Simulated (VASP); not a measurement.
# HfZn (Pm-3m) in VASP: single point with LDA

Aim: the single point of HfZn with LDA.

Program: VASP 6.6.1. These are calculated values, not measurements. Logs are shortened: lines on timing, memory, paths and dates and some standing lists are left out, and cuts for length are marked.

**1. The cell of the first run**

The structure is cubic, space group Pm-3m (No. 221). The conventional cell has a = 3.275 Å, b = 3.275 Å, c = 3.275 Å, α = 90.00°, β = 90.00°, γ = 90.00°. Hf (site symmetry m-3m) has 8 Zn at 2.84 Å and 6 Hf at 3.28 Å within 3.7 Å. Zn (site symmetry m-3m) has 8 Hf at 2.84 Å and 6 Zn at 3.28 Å within 3.7 Å.

**2. Single point, LDA**

File INCAR:

```
PREC = Accurate ; ENCUT = 500
EDIFF = 1E-6 ; ISMEAR = 0
SIGMA = 0.1 ; LREAL = False
LASPH = True ; NELM = 120
ALGO = Normal ; ISIF = 2
LWAVE = False ; LCHARG = False
NBANDS = 18 ; GGA_COMPAT = False
```

File KPOINTS:

```
regular mesh
0
Gamma
  6 6 6
```

File POSCAR:

```
HfZn
1.0
    3.2751048400      0.0000000000      0.0000000000
    0.0000000000      3.2751048400      0.0000000000
    0.0000000000      0.0000000000      3.2751048400
Hf Zn
1 1
Direct
    0.5000000000      0.5000000000      0.5000000000
    0.0000000000      0.0000000000      0.0000000000
```

Potentials or basis: VASP PAW LDA potentials, release 64 (Hf_pv, Zn).

Run with:

```bash
> cat potpaw_LDA.64/Hf_pv/POTCAR potpaw_LDA.64/Zn/POTCAR > POTCAR
> mpirun -np 1 vasp_std > vasp.out
```

OUTCAR:

```text
PREC = Accurate
   ENCUT = 500
   EDIFF = 1E-6
   ISMEAR = 0
   LREAL = False
   LASPH = True
   NELM = 120
   ISIF = 2

 ion  position               nearest neighbor table
   1  0.500  0.500  0.500-   2 2.84   2 2.84   2 2.84   2 2.84   2 2.84   2 2.84   2 2.84   2 2.84

   2  0.000  0.000  0.000-   1 2.84   1 2.84   1 2.84   1 2.84   1 2.84   1 2.84   1 2.84   1 2.84

  LATTYP: Found a simple cubic cell.
 ALAT       =     3.2751048400

  Lattice vectors:

 A1 = (   3.2751048400,   0.0000000000,   0.0000000000)
 A2 = (   0.0000000000,   3.2751048400,   0.0000000000)
 A3 = (   0.0000000000,   0.0000000000,   3.2751048400)

Analysis of symmetry for initial positions (statically):
=====================================================================
 Subroutine PRICEL returns:
 Original cell was already a primitive cell.

 Routine SETGRP: Setting up the symmetry group for a
 simple cubic supercell.

 Subroutine GETGRP returns: Found 48 space group operations
 (whereof 48 operations were pure point group operations)
 out of a pool of 48 trial point group operations.

The static configuration has the point symmetry O_h .

Analysis of symmetry for dynamics (positions and initial velocities):
=====================================================================
 Subroutine PRICEL returns:
 Original cell was already a primitive cell.

 Routine SETGRP: Setting up the symmetry group for a
 simple cubic supercell.

 Subroutine GETGRP returns: Found 48 space group operations
 (whereof 48 operations were pure point group operations)
 out of a pool of 48 trial point group operations.

The dynamic configuration has the point symmetry O_h .

 Subroutine INISYM returns: Found 48 space group operations
 (whereof 48 operations are pure point group operations),
 and found     1 'primitive' translations

----------------------------------------------------------------------------------------

                                     Primitive cell

  volume of cell :      35.1298

  direct lattice vectors                    reciprocal lattice vectors
     3.275104840  0.000000000  0.000000000     0.305333737  0.000000000  0.000000000
     0.000000000  3.275104840  0.000000000     0.000000000  0.305333737  0.000000000
     0.000000000  0.000000000  3.275104840     0.000000000  0.000000000  0.305333737

  length of vectors
     3.275104840  3.275104840  3.275104840     0.305333737  0.305333737  0.305333737

[... 72 lines left out ...]
   LASPH  =      T    aspherical Exc in radial PAW
   ENCUT  =  500.0 eV  36.75 Ry    6.06 a.u.   5.97  5.97  5.97*2*pi/ulx,y,z
   NELM   =    120;   NELMIN=  2; NELMDL= -5     # of ELM steps
   EDIFF  = 0.1E-05   stopping-criterion for ELM
   LREAL  =      F    real-space projection
   EDIFFG = 0.1E-04   stopping-criterion for IOM
   NSW    =      0    number of steps for IOM
   IBRION =     -1    ionic relax: 0-MD 1-quasi-New 2-CG
   NFREE  =      0    steps in history (QN), initial steepest desc. (CG)
   ISIF   =      2    stress and relaxation
   ISYM   =      2    0-nonsym 1-usesym 2-fastsym
   POTIM  = 0.5000    time-step for ionic-motion
   TEBEG  =    0.0;   TEEND  =   0.0 temperature during run
   PSTRESS=    0.0 pullay stress
   NELECT =      22.0000    total number of electrons
   NUPDOWN=      -1.0000    fix difference up-down
   EMIN   =  10.00;   EMAX   =-10.00  energy-range for DOS
   EFERMI =   0.00;   METHOD = LEGACY
   ISMEAR =     0;   SIGMA  =   0.10  broadening in eV -4-tet -1-fermi 0-gaus
   EFERMI_NEDOS =   21; number of points for ismear=-14 and -15
   IALGO  =     38    algorithm
   IMIX   =      4    mixing-type and parameters
     AMIX     =   0.40;   BMIX     =  1.00
     AMIX_MAG =   1.60;   BMIX_MAG =  1.00
  volume/ion in A,a.u.               =      17.56       118.53
  Fermi-wavevector in a.u.,A,eV,Ry     =   1.400631  2.646810 26.691477  1.961768
  Thomas-Fermi vector in A             =   2.523573
   LORBIT       =      0    0 simple, 1 ext, 2 COOP (PROOUT), +10 PAW based schemes
   GGA     = CA    functional components
   LHFCALC =     F    Hartree Fock is set to
   AEXX    =    0.0000 exact exchange contribution
   IVDW    =     0    specifies the selected vdW correction
   LEPSILON=     F    determine dielectric tensor
   LRPA    =     F    only Hartree local field effects (RPA)
 non-spin polarized calculation
 Gauss-broadening in eV      SIGMA  =   0.10
  energy-cutoff  :      500.00
  volume of cell :       35.13
 maximum number of plane-waves:       912
 NGX is ok and might be reduce to    24
   NGX = 11   NGY = 11   NGZ = 11

 number of electron      21.9999990 magnetization

 Free energy of the ion-electron system (eV)
  ---------------------------------------------------
  ext. energy  EPLUGINS =         0.00000000
  ---------------------------------------------------
  free energy    TOTEN  =       -13.00393947 eV

  energy without entropy =      -13.00064443  energy(sigma->0) =      -13.00229195

 E-fermi :   4.2173     XC(G=0): -11.9876

 val. band max:        4.1665805971   @ k =   0.5000   0.1667   0.0000
 cond. band min:       4.3453883294   @ k =   0.5000   0.5000   0.1667
 fundamental gap:      0.1788077323
 Fermi energy:         4.2173043558

 k-point     1 :       0.0000    0.0000    0.0000
  band No.  band energies     occupation
      1     -26.1111      2.00000
      2     -26.1111      2.00000
      3     -26.1111      2.00000
      4      -4.6234      2.00000
      5      -3.2924      2.00000
      6      -3.2924      2.00000
[... 397 lines left out ...]
      5      -3.1079      2.00000
      6      -3.1079      2.00000
[... 10 lines left out ...]
     17      10.2987      0.00000
     18      13.3949      0.00000

------------------------ aborting loop because EDIFF is reached ----------------------------------------

  FORCE on cell =-STRESS in cart. coord.  units (eV):
  Direction    XX          YY          ZZ          XY          YZ          ZX
  --------------------------------------------------------------------------------------
  -------------------------------------------------------------------------------------
  Total       -1.3521398     -1.3521398     -1.3521398     -0.0000000      0.0000000     -0.0000000
  in kB      -61.6675299    -61.6675299    -61.6675299     -0.0000000      0.0000000     -0.0000000
  external PRESSURE =     -61.6675299 kB  Pullay stress =       0.0000000 kB

 VOLUME and BASIS-vectors are now :
 -----------------------------------------------------------------------------
  energy-cutoff  :      500.00
  volume of cell :       35.13
      direct lattice vectors                 reciprocal lattice vectors
     3.275104840  0.000000000  0.000000000     0.305333737  0.000000000  0.000000000
     0.000000000  3.275104840  0.000000000     0.000000000  0.305333737  0.000000000
     0.000000000  0.000000000  3.275104840     0.000000000  0.000000000  0.305333737

 POSITION                                       TOTAL-FORCE (eV/Angst)
 -----------------------------------------------------------------------------------
      1.63755      1.63755      1.63755         0.000000      0.000000      0.000000
      0.00000      0.00000      0.00000         0.000000      0.000000      0.000000
 -----------------------------------------------------------------------------------
    total drift:                                0.000000      0.000000     -0.000000

  FREE ENERGIE OF THE ION-ELECTRON SYSTEM (eV)
  ---------------------------------------------------
  free  energy   TOTEN  =       -13.0039394693 eV

  energy  without entropy=      -13.0006444303  energy(sigma->0) =      -13.00229195
```

stdout:

```text
POSCAR found type information on POSCAR HfZn
 POSCAR found :  2 types and       2 ions
 scaLAPACK will be used
 LDA part: xc-table for (Slater(with rela. corr.)+CA(PZ))
 , standard interpolation
 POSCAR, INCAR and KPOINTS ok, starting setup
 FFT: planning ... GRIDC
 FFT: planning ... GRID_SOFT
 FFT: planning ... GRID
 WAVECAR not read
 entering main loop
```

It took 14 s on 1 thread of Intel Xeon 8259CL, shared host; peak memory 0.13 GiB.

Results:

* Free energy: -13.0039 eV
* Pressure: -6.2 GPa
* Band gap on the k mesh: zero (bands 11 and 12 overlap by 0.43 eV)

Caveat: the cell stands under tension; spin-orbit coupling is left out, which moves the levels of the heavy elements.

The gap in the log of VASP goes by the Fermi energy; the results here count the filled bands.